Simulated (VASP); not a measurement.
Input of a VASP 6.6.1 run:

File INCAR:

```
PREC     = Accurate       # precision mode
ENCUT    = 600            # plane-wave cutoff, eV
EDIFF    = 1E-7           # SCF threshold, eV
ISMEAR   = 0              # smearing method
SIGMA    = 0.1            # smearing width, eV
LREAL    = F              # projectors in reciprocal space
LASPH    = T              # aspherical terms in the spheres
NELM     = 200            # most SCF steps
ALGO     = Normal         # electronic algorithm
ISIF     = 3              # what is computed and relaxed
LWAVE    = F              # write WAVECAR
LCHARG   = F              # write CHGCAR
ISPIN    = 2              # spin polarisation
MAGMOM   = 7.6 -0.38 0 0 0 # initial moments
LORBIT   = 11             # projections on sites
LMAXMIX  = 6              # l up to which the mixer works
GGA      = PE             # functional
IBRION   = 2              # ionic algorithm
NSW      = 100            # ionic steps
EDIFFG   = -0.01          # ionic threshold
GGA_COMPAT= F            
NELMIN   = 4            
KPAR     = 4
```

File KPOINTS:

```
Automatic mesh
0
Gamma
  12 12 4
```

The input POSCAR:

```
GdOsS3
1.0
    3.9355364756      0.0000000000      0.0000000000
   -1.9677682378      3.4082745654      0.0000000000
    0.0000000000      0.0000000000      9.6592641521
Gd Os S
1 1 3
Direct
    0.0000000000      0.0000000000      0.5000000000
    0.0000000000      0.0000000000      0.0000000000
    0.0000000000      0.0000000000      0.2414120214
    0.0000000000      0.0000000000      0.7585879786
    0.6666666667      0.3333333333      0.0000000000
```

Potentials or basis: VASP PAW PBE potentials, release 64 (Gd, Os, S).

The run is started by

```console
$ cat potpaw_PBE.64/Gd/POTCAR potpaw_PBE.64/Os/POTCAR potpaw_PBE.64/S/POTCAR > POTCAR
$ mpirun -np 4 vasp_std > vasp.out
```

(1) Predict the net moment.

(2) Estimate the relaxed volume.

(3) What does it give for the site moments?

(4) Predict the relaxed cell.

Results:

(1) 6.78 μB per cell.

(2) 25.97 Å³/atom.

(3) Gd +6.87; Os -0.31; S -0.12, -0.03 (each value once) μB.

(4) a = 3.939 Å, b = 3.939 Å, c = 9.664 Å, α = 90.00°, β = 90.00°, γ = 120.00°.

Caveat: a cell with one magnetic atom can't hold antiferromagnetic order, which such compounds often take; semilocal functionals describe open f shells poorly, which spoils levels, moments and volumes.
